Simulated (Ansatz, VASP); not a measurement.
**One calculation of AgCl, two programs**

POSCAR

```
AgCl
1.0
    0.0000000000      2.6345246234      2.9543391351
    2.6345246234      0.0000000000      2.9543391351
    2.6345246234      2.6345246234      0.0000000000
Ag Cl
1 1
Direct
    0.0000000000      0.0000000000      0.0000000000
    0.5000000000      0.5000000000      0.5000000000
```

Contents of INCAR.step1:

```
SYSTEM = AgCl
PREC     = Accurate       ! precision mode
ENCUT    = 520            ! plane-wave cutoff, eV
ISMEAR   = 0              ! smearing method
SIGMA    = 0.01           ! smearing width, eV
LREAL    = .FALSE.        ! projectors in reciprocal space
LASPH    = .TRUE.         ! aspherical terms in the spheres
NELM     = 80             ! most SCF steps
NBANDS   = 16             ! bands
GGA      = PE             ! functional
ALGO     = Normal         ! electronic algorithm
EDIFF    = 1E-4           ! SCF threshold, eV
LWAVE    = .TRUE.         ! write WAVECAR
LCHARG   = .FALSE.        ! write CHGCAR
```

File INCAR.step2:

```
SYSTEM = AgCl
PREC     = Accurate       ! precision mode
ENCUT    = 520            ! plane-wave cutoff, eV
EDIFF    = 1E-7           ! SCF threshold, eV
ISMEAR   = 0              ! smearing method
SIGMA    = 0.01           ! smearing width, eV
LREAL    = .FALSE.        ! projectors in reciprocal space
LASPH    = .TRUE.         ! aspherical terms in the spheres
NELM     = 80             ! most SCF steps
ALGO     = Normal         ! electronic algorithm
ISIF     = 2              ! what is computed and relaxed
LWAVE    = .FALSE.        ! write WAVECAR
LCHARG   = .FALSE.        ! write CHGCAR
METAGGA  = R2SCAN         ! meta-GGA
LMIXTAU  = .TRUE.       
NBANDS   = 16             ! bands
ISTART   = 1
```

Contents of KPOINTS:

```
regular mesh
0
G
  8 8 8
  0 0 0
```

Input for Ansatz:

```yaml
crystal:
  lattice:
    - [0.0, 2.6345246234, 2.9543391351]
    - [2.6345246234, 0.0, 2.9543391351]
    - [2.6345246234, 2.6345246234, 0.0]
  atoms:
    - { symbol: Ag, position: [0.0, 0.0, 0.0] }
    - { symbol: Cl, position: [0.5, 0.5, 0.5] }
kpoints:
  mp_grid: { grid: [8, 8, 8] }
  band_path:
    path:
      - [0.0, 0.0, 0.0]
      - [0.5, 0.0, 0.5]
      - [0.625, 0.25, 0.625]
      - [0.375, 0.375, 0.75]
      - [0.5, 0.5, 0.5]
      - [0.5, 0.25, 0.75]
      - [0.0375, 0.0375, 0.075]
      - [0.0, 0.0, 0.5]
    npoints: 1
hamiltonian:
  xc: r2scan
scf:
  occupations: { method: fixed }
  n_extra_bands: 4
output:
  forces: true
  stress: true
  eigenvalues: true
  write_density: true
  write_potential: true
  elf: true
  volumetric_format: npy
```

Change from the starting cell: epitaxial_xy strain -5.0%.

Alike in both runs: task single point; functional r2SCAN; k mesh 8 × 8 × 8; no spin polarisation.

|  | VASP | Ansatz |
| --- | --- | --- |
| version | VASP 6.6.1 | Ansatz 0.2.0 |
| potentials or method | VASP PAW PBE potentials, release 64 (Ag, Cl) | plane waves, PAW |
| plane-wave cutoff (eV) | 520 | 500 |
| occupations | gaussian, width 0.01 eV | fixed |
| valence electrons in the cell | 18 | 26 |

|  | VASP | Ansatz | Ansatz less VASP |
| --- | --- | --- | --- |
| gap on the k mesh at the Fermi level (eV) | 1.08 | 1.13 | +0.052 |
| pressure (GPa) | 3.5 | 3.6 | +0.07 |
| traceless stress, the component that is largest in VASP (GPa) | -3.53 | -3.56 | -0.033 |

VASP's potentials were made for PBE, not for r2SCAN. VASP's potentials hold 18 valence electrons a cell and Ansatz's 26, so a difference there can come from the potentials and not from the codes.
